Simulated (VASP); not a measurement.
# CoO (P6_3mc) in VASP: notebook

Runs on CoO. Level: PBE. Tasks: single point.

All numbers are computed with VASP 6.6.1; they aren't measurements. Logs are shortened: lines on timing, memory, paths and dates and some standing lists are left out, and cuts for length are marked.

## Step 1: The cell of the first run

It takes space group P6_3mc (No. 186, hexagonal). Conventional cell: a = 3.167 Å, b = 3.167 Å, c = 5.289 Å, α = 90.00°, β = 90.00°, γ = 120.00°. Within 2.5 Å of Co (site symmetry 3m) lie 4 O at 1.91 to 1.97 Å. Within 2.5 Å of O (site symmetry 3m) lie 4 Co at 1.91 to 1.97 Å.

## Step 2: Single point, PBE, collinear spin, antiferromagnetic start

INCAR reads:

```
  PREC = Accurate
  ENCUT = 520
  EDIFF = 1E-6
  ISMEAR = 0
  SIGMA = 0.01
  LREAL = False
  LASPH = True
  NELM = 150
  ALGO = Normal
  ISIF = 2
  LWAVE = False
  LCHARG = True
  ISPIN = 2
  MAGMOM = -2.35 2.35 0.17 -0.17
  LORBIT = 11
  LMAXMIX = 4
  GGA = PE
  LELF = True
  LVHAR = True
  NBANDS = 27
```

KPOINTS reads:

```
regular mesh
0
Gamma
  12 12 8
```

POSCAR reads:

```
CoO
1.0
    3.1673863641      0.0000000000      0.0000000000
   -1.5836931821      2.7430370549      0.0000000000
    0.0000000000      0.0000000000      5.2885020588
Co O
2 2
Direct
    0.0000000000      0.0000000000      0.0071360793
    0.3333333333      0.6666666667      0.5071361011
    0.0000000000      0.0000000000      0.3678642994
    0.3333333333      0.6666666667      0.8678645202
```

Potentials or basis: VASP PAW PBE potentials, release 64 (Co, O).

On the command line:

```console
$ cat potpaw_PBE.64/Co/POTCAR potpaw_PBE.64/O/POTCAR > POTCAR
$ mpirun -np 1 vasp_std > vasp.out
```

OUTCAR:

```text
PREC = Accurate
   ENCUT = 520
   EDIFF = 1E-6
   ISMEAR = 0
   LREAL = False
   LASPH = True
   NELM = 150
   ISIF = 2
   ISPIN = 2
   LORBIT = 11
   GGA = PE

 ion  position               nearest neighbor table
   1  0.000  0.000  0.007-   3 1.91   4 1.97   4 1.97   4 1.97
   2  0.333  0.667  0.507-   4 1.91   3 1.97   3 1.97   3 1.97
   3  0.000  0.000  0.368-   1 1.91   2 1.97   2 1.97   2 1.97
   4  0.333  0.667  0.868-   2 1.91   1 1.97   1 1.97   1 1.97

  LATTYP: Found a hexagonal cell.
 ALAT       =     3.1673863641
 C/A-ratio  =     1.6696738102

  Lattice vectors:

 A1 = (   3.1673863641,   0.0000000000,   0.0000000000)
 A2 = (  -1.5836931821,   2.7430370549,   0.0000000000)
 A3 = (   0.0000000000,   0.0000000000,   5.2885020588)

Analysis of symmetry for initial positions (statically):
=====================================================================
 Subroutine PRICEL returns:
 Original cell was already a primitive cell.

 Routine SETGRP: Setting up the symmetry group for a
 hexagonal supercell.

 Subroutine GETGRP returns: Found 12 space group operations
 (whereof  6 operations were pure point group operations)
 out of a pool of 24 trial point group operations.

The static configuration has the point symmetry C_3v.
 The point group associated with its full space group is C_6v.

Analysis of symmetry for dynamics (positions and initial velocities):
=====================================================================
 Subroutine PRICEL returns:
 Original cell was already a primitive cell.

 Routine SETGRP: Setting up the symmetry group for a
 hexagonal supercell.

 Subroutine GETGRP returns: Found 12 space group operations
 (whereof  6 operations were pure point group operations)
 out of a pool of 24 trial point group operations.

The dynamic configuration has the point symmetry C_3v.
 The point group associated with its full space group is C_6v.

Analysis of structural, dynamic, and magnetic symmetry:
=====================================================================
 Subroutine PRICEL returns:
 Original cell was already a primitive cell.

 Routine SETGRP: Setting up the symmetry group for a
 hexagonal supercell.

 Subroutine GETGRP returns: Found 12 space group operations
 (whereof  6 operations were pure point group operations)
 out of a pool of 24 trial point group operations.

The overall configuration has the point symmetry C_3v.
 The point group associated with its full space group is C_6v.

 Subroutine INISYM returns: Found 12 space group operations
 (whereof  6 operations are pure point group operations),
 and found     1 'primitive' translations

----------------------------------------------------------------------------------------

                                     Primitive cell

  volume of cell :      45.9479

  direct lattice vectors                    reciprocal lattice vectors
     3.167386364  0.000000000  0.000000000     0.315717720  0.182279710  0.000000000
    -1.583693182  2.743037055  0.000000000     0.000000000  0.364559421  0.000000000
     0.000000000  0.000000000  5.288502059     0.000000000  0.000000000  0.189089460

  length of vectors
     3.167386364  3.167386364  5.288502059     0.364559421  0.364559421  0.189089460

  position of ions in fractional coordinates (direct lattice)
     0.000000000  0.000000000  0.007136079
     0.333333333  0.666666667  0.507136101
     0.000000000  0.000000000  0.367864299
     0.333333333  0.666666667  0.867864520

  ion indices of the primitive-cell ions
   primitive index   ion index
                 1           1
                 2           2
                 3           3
                 4           4

----------------------------------------------------------------------------------------

 KPOINTS: regular mesh

Automatic generation of k-mesh.
 Grid dimensions read from file:
 generate k-points for:   12   12    8

 Generating k-lattice:

  Cartesian coordinates                     Fractional coordinates (reciprocal lattice)
     0.026309810  0.015189976  0.000000000     0.083333333  0.000000000  0.000000000
     0.000000000  0.030379952  0.000000000     0.000000000  0.083333333  0.000000000
     0.000000000  0.000000000  0.023636183     0.000000000  0.000000000  0.125000000

  Length of vectors
     0.030379952  0.030379952  0.023636183

  Shift w.r.t. Gamma in fractional coordinates (k-lattice)
     0.000000000  0.000000000  0.000000000

 Subroutine IBZKPT returns following result:
 ===========================================

 Found     95 irreducible k-points:

 Following reciprocal coordinates:
            Coordinates               Weight
  0.000000  0.000000  0.000000      1.000000
  0.083333 -0.000000  0.000000      6.000000
  0.166667  0.000000  0.000000      6.000000
  0.250000  0.000000  0.000000      6.000000
  0.333333 -0.000000  0.000000      6.000000
  0.416667 -0.000000  0.000000      6.000000
[... 16 lines left out ...]
  0.250000  0.000000  0.125000     12.000000
  0.333333 -0.000000  0.125000     12.000000
 [... further k-points ...]
   k-points           NKPTS =     95   k-points in BZ     NKDIM =     95   number of bands    NBANDS=     27
   number of dos      NEDOS =    301   number of ions     NIONS =      4
   total plane-waves  NPLWV =  23040
   dimension x,y,z NGX =    24 NGY =   24 NGZ =   40
   dimension x,y,z NGXF=    48 NGYF=   48 NGZF=   80
   ions per type =               2   2
   NGX,Y,Z   is equivalent  to a cutoff of  12.60, 12.60, 12.57 a.u.
   NGXF,Y,Z  is equivalent  to a cutoff of  25.19, 25.19, 25.15 a.u.
 SYSTEM =  unknown system
   PREC   = accura    normal or accurate (medium, high low for compatibility)
   ISTART =      0    job   : 0-new  1-cont  2-samecut
   ICHARG =      2    charge: 1-file 2-atom 10-const
   ISPIN  =      2    spin polarized calculation?
   LNONCOLLINEAR =      F non collinear calculations
   LSORBIT =      F    spin-orbit coupling
   LASPH  =      T    aspherical Exc in radial PAW
   ENCUT  =  520.0 eV  38.22 Ry    6.18 a.u.   5.89  5.89  9.83*2*pi/ulx,y,z
   NELM   =    150;   NELMIN=  2; NELMDL= -5     # of ELM steps
   EDIFF  = 0.1E-05   stopping-criterion for ELM
   LREAL  =      F    real-space projection
   EDIFFG = 0.1E-04   stopping-criterion for IOM
   NSW    =      0    number of steps for IOM
   IBRION =     -1    ionic relax: 0-MD 1-quasi-New 2-CG
   NFREE  =      0    steps in history (QN), initial steepest desc. (CG)
   ISIF   =      2    stress and relaxation
   ISYM   =      2    0-nonsym 1-usesym 2-fastsym
   POTIM  = 0.5000    time-step for ionic-motion
   TEBEG  =    0.0;   TEEND  =   0.0 temperature during run
   PSTRESS=    0.0 pullay stress
   NELECT =      30.0000    total number of electrons
   NUPDOWN=      -1.0000    fix difference up-down
   EMIN   =  10.00;   EMAX   =-10.00  energy-range for DOS
   EFERMI =   0.00;   METHOD = LEGACY
   ISMEAR =     0;   SIGMA  =   0.01  broadening in eV -4-tet -1-fermi 0-gaus
   EFERMI_NEDOS =   21; number of points for ismear=-14 and -15
   IALGO  =     38    algorithm
   IMIX   =      4    mixing-type and parameters
     AMIX     =   0.40;   BMIX     =  1.00
     AMIX_MAG =   1.60;   BMIX_MAG =  1.00
  volume/ion in A,a.u.               =      11.49        77.52
  Fermi-wavevector in a.u.,A,eV,Ry     =   1.420235  2.683854 27.443857  2.017067
  Thomas-Fermi vector in A             =   2.541171
   LORBIT       =     11    0 simple, 1 ext, 2 COOP (PROOUT), +10 PAW based schemes
   GGA     = PE    functional components
   LHFCALC =     F    Hartree Fock is set to
   AEXX    =    0.0000 exact exchange contribution
   IVDW    =     0    specifies the selected vdW correction
   LEPSILON=     F    determine dielectric tensor
   LRPA    =     F    only Hartree local field effects (RPA)
 spin polarized calculation
 Gauss-broadening in eV      SIGMA  =   0.01
  energy-cutoff  :      520.00
  volume of cell :       45.95
 maximum number of plane-waves:      1266
 NGX is ok and might be reduce to    24
   NGX = 11   NGY = 11   NGZ = 19

 number of electron      30.0000010 magnetization      -0.0000000

 Free energy of the ion-electron system (eV)
  ---------------------------------------------------
  ext. energy  EPLUGINS =         0.00000000
  ---------------------------------------------------
  free energy    TOTEN  =       -26.78853696 eV

  energy without entropy =      -26.78853696  energy(sigma->0) =      -26.78853696

 E-fermi :   6.2065     XC(G=0): -11.1521

 val. band max:        6.1561596540   @ k =   0.0000   0.0000   0.5000
 cond. band min:       6.2986557513   @ k =   0.5000   0.0000   0.0000
 fundamental gap:      0.1424960973
 Fermi energy:         6.2064566555

 spin component 1

 k-point     1 :       0.0000    0.0000    0.0000
  band No.  band energies     occupation
      1     -13.7565      1.00000
      2     -13.0681      1.00000
      3      -0.8414      1.00000
      4       0.2233      1.00000
      5       0.3602      1.00000
      6       0.3602      1.00000
[... 19 lines left out ...]
     26      21.4400      0.00000
     27      22.8192      0.00000
[... 667 lines left out ...]
      5       0.4331      1.00000
      6       0.5620      1.00000
[... 19 lines left out ...]
     26      20.6849      0.00000
     27      22.1050      0.00000

 [... further k-points ...]

 spin component 2

 k-point     1 :       0.0000    0.0000    0.0000
  band No.  band energies     occupation
      1     -13.7565      1.00000
      2     -13.0681      1.00000
      3      -0.8414      1.00000
      4       0.2233      1.00000
      5       0.3602      1.00000
      6       0.3602      1.00000
[... 19 lines left out ...]
     26      21.4401      0.00000
     27      22.8192      0.00000
[... 667 lines left out ...]
      5       0.3120      1.00000
      6       0.5644      1.00000
[... 19 lines left out ...]
     26      20.6991      0.00000
     27      22.1083      0.00000

 [... further k-points ...]
[... 5 lines left out ...]
  --------------------------------------------------------------------------------------
  -------------------------------------------------------------------------------------
  Total       -0.0242346     -0.0242346     -0.0471878      0.0000000     -0.0000000      0.0000000
  in kB       -0.8450470     -0.8450470     -1.6454123      0.0000000     -0.0000000      0.0000000
  external PRESSURE =      -1.1118354 kB  Pullay stress =       0.0000000 kB

 VOLUME and BASIS-vectors are now :
 -----------------------------------------------------------------------------
  energy-cutoff  :      520.00
  volume of cell :       45.95
      direct lattice vectors                 reciprocal lattice vectors
     3.167386364  0.000000000  0.000000000     0.315717720  0.182279710  0.000000000
    -1.583693182  2.743037055  0.000000000     0.000000000  0.364559421  0.000000000
     0.000000000  0.000000000  5.288502059     0.000000000  0.000000000  0.189089460

 POSITION                                       TOTAL-FORCE (eV/Angst)
 -----------------------------------------------------------------------------------
      0.00000      0.00000      0.03774        -0.000000     -0.000000     -0.004611
     -0.00000      1.82869      2.68199         0.000000      0.000000     -0.004611
      0.00000      0.00000      1.94545         0.000000     -0.000000      0.004611
     -0.00000      1.82869      4.58970        -0.000000      0.000000      0.004611
 -----------------------------------------------------------------------------------
    total drift:                                0.000000      0.000000      0.000464

  FREE ENERGIE OF THE ION-ELECTRON SYSTEM (eV)
  ---------------------------------------------------
  free  energy   TOTEN  =       -26.7885369566 eV

  energy  without entropy=      -26.7885369566  energy(sigma->0) =      -26.78853696

 total charge

# of ion       s       p       d       tot
------------------------------------------
    1        0.347   0.435   7.222   8.003
    2        0.347   0.435   7.222   8.003
    3        1.552   3.440   0.000   4.993
    4        1.552   3.440   0.000   4.993
--------------------------------------------------
tot          3.798   7.750  14.443  25.991

 magnetization (x)

# of ion       s       p       d       tot
------------------------------------------
    1       -0.008  -0.042  -2.229  -2.279
    2        0.008   0.042   2.229   2.279
    3        0.011   0.144   0.000   0.155
    4       -0.011  -0.144   0.000  -0.155
--------------------------------------------------
tot          0.000  -0.000   0.000   0.000
```

Wall time 8.3 min (1 thread of Oxide Virtual Turin-like, shared host); peak memory 0.26 GiB.

What came out:

```yaml
Free_energy: -26.7885 eV
Pressure: -0.1 GPa
Largest_force: 0.005 eV/Å
Band_gap_on_the_k_mesh: 0.14 eV, indirect (least direct gap 0.23 eV)
Net_moment: 0.00 μB per cell
Site_moments: Co -2.28, +2.28; O +0.15, -0.15 μB
Valence_electrons_inside_the_program's_atomic_spheres: Co 8.00; O 4.99
```

Forces in eV/Å, atoms in the order of the input:
```
Co   0.000  0.000 -0.005
Co   0.000  0.000 -0.005
O    0.000  0.000  0.005
O    0.000  0.000  0.005
```

Levels at points of the mesh, in eV from the valence-band top:
Spin up:
```csv
k point,band 11,band 12,band 13,band 14,band 15,band 16,band 17,band 18,band 19,band 20
"(0.00, 0.00, 0.00)",-1.75,-1.02,-1.02,-0.05,-0.05,0.28,1.76,2.13,2.13,5.73
"(0.50, 0.00, 0.00)",-1.87,-1.79,-1.36,-0.27,-0.09,0.14,0.86,1.46,5.89,6.27
"(0.00, 0.00, 0.50)",-1.37,-0.99,-0.99,0.00,0.00,0.93,1.99,1.99,2.70,3.21
"(0.50, 0.00, 0.50)",-1.81,-1.54,-1.21,-0.41,-0.23,0.30,0.98,1.34,5.51,5.97
```
Spin down:
```tsv
k point	band 13	band 14	band 15	band 16	band 17	band 18
(0.00, 0.00, 0.00)	-1.02	-0.05	-0.05	0.28	1.76	2.13
(0.50, 0.00, 0.00)	-1.36	-0.27	-0.09	0.14	0.86	1.46
(0.00, 0.00, 0.50)	-0.99	0.00	0.00	0.93	1.99	1.99
(0.50, 0.00, 0.50)	-1.21	-0.41	-0.23	0.30	0.98	1.34
```

A k mesh can miss the band edges.

## Step 3: Single point, PBE, collinear spin, antiferromagnetic start (biaxial strain in the a-b plane: +1.0 %)

INCAR reads:

```
PREC = Accurate
ENCUT = 520
EDIFF = 1E-6
ISMEAR = 0
SIGMA = 0.01
LREAL = F
LASPH = T
NELM = 150
ALGO = Normal
ISIF = 2
LWAVE = F
LCHARG = T
ISPIN = 2
MAGMOM = -2.32 2.32 0.17 -0.17
LORBIT = 11
LMAXMIX = 4
GGA = PE
LELF = T
LVHAR = T
NBANDS = 27
```

KPOINTS reads:

```
Automatic mesh
0
Gamma
  12 12 8
```

POSCAR reads:

```
CoO
1.0
    3.1990602277      0.0000000000      0.0000000000
   -1.5995301139      2.7704674255      0.0000000000
    0.0000000000      0.0000000000      5.2567710464
Co O
2 2
Direct
    0.0000000000      0.0000000000      0.0071360793
    0.3333333333      0.6666666667      0.5071361011
    0.0000000000      0.0000000000      0.3678642994
    0.3333333333      0.6666666667      0.8678645202
```

Potentials or basis: VASP PAW PBE potentials, release 64 (Co, O).

On the command line:

```console
$ cat potpaw_PBE.64/Co/POTCAR potpaw_PBE.64/O/POTCAR > POTCAR
$ mpirun -np 1 vasp_std > vasp.out
```

Run time: 5.3 min. Hardware: 1 thread of Oxide Virtual Turin-like, shared host; peak memory 0.26 GiB.

The run converged. Its results:

- Free energy: -26.7812 eV
- Pressure: -1.6 GPa
- Largest force: 0.168 eV/Å
- Band gap on the k mesh: 0.18 eV, indirect (least direct gap 0.25 eV)
- Net moment: 0.00 μB per cell
- Site moments: Co -2.29, +2.29; O +0.15, -0.15 μB
- Valence electrons inside the program's atomic spheres: Co 7.98; O 4.99

Forces in eV/Å, atoms in the order of the input:
```
Co   0.000  0.000 -0.168
Co   0.000  0.000 -0.168
O    0.000  0.000  0.168
O    0.000  0.000  0.168
```

Stress tensor (GPa, compression positive):
```
-2.63  0.00  0.00
 0.00 -2.63  0.00
 0.00  0.00  0.53
```

Levels at points of the mesh, in eV from the valence-band top:
Spin up:
| k point | band 11 | band 12 | band 13 | band 14 | band 15 | band 16 | band 17 | band 18 | band 19 | band 20 |
| --- | --- | --- | --- | --- | --- | --- | --- | --- | --- | --- |
| (0.00, 0.00, 0.00) | -1.75 | -1.05 | -1.05 | -0.06 | -0.06 | 0.27 | 1.76 | 2.10 | 2.10 | 5.63 |
| (0.50, 0.00, 0.00) | -1.86 | -1.78 | -1.39 | -0.28 | -0.07 | 0.18 | 0.89 | 1.45 | 5.80 | 6.20 |
| (0.00, 0.00, 0.50) | -1.35 | -1.01 | -1.01 | -0.01 | -0.01 | 0.93 | 1.96 | 1.96 | 2.69 | 3.22 |
| (0.50, 0.00, 0.50) | -1.79 | -1.49 | -1.24 | -0.39 | -0.23 | 0.35 | 1.02 | 1.33 | 5.48 | 5.93 |
Spin down:
```
           k point  band 13  band 14  band 15  band 16  band 17  band 18
(0.00, 0.00, 0.00)    -1.05    -0.06    -0.06     0.27     1.76     2.10
(0.50, 0.00, 0.00)    -1.39    -0.28    -0.07     0.18     0.89     1.45
(0.00, 0.00, 0.50)    -1.01    -0.01    -0.01     0.93     1.96     1.96
(0.50, 0.00, 0.50)    -1.24    -0.39    -0.23     0.35     1.02     1.33
```

Caveat: the cell differs from its parent crystal (biaxial strain in the a-b plane: +1.0 %).

(Continued in part 2 of 2.)
